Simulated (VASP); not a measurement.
Rh:

```
Rh
1.0
     0.00000    1.90081    1.90081
     1.90081    0.00000    1.90081
     1.90081    1.90081    0.00000
Rh
1
Cartesian
  0.0000 0.0000 0.0000
```

Base run:

```yaml
Program: VASP 6.6.1
Functional: r2SCAN
Potentials_or_basis: VASP PAW PBE potentials, release 64 (Rh_sv_GW)
Cutoff: 680 eV
k_mesh: 14 × 14 × 14
Occupations: fermi-dirac, width 0.1 eV
Spin: no spin polarisation
```

Its results: band gap on the k mesh zero (an odd number of electrons rules out a gap without spin polarisation); pressure 0.1 GPa.

Q: The run is repeated on the same cell with these changes: occupations from fermi-dirac, width 0.1 eV to methfessel-paxton, width 1 eV. What comes out?

A: Band gap on the k mesh zero (an odd number of electrons rules out a gap without spin polarisation); pressure 0.6 GPa.

Caveats: the PAW data sets were made with another functional, which shifts forces and pressure a little; so wide a smearing shifts energies and pressures (at least some runs).
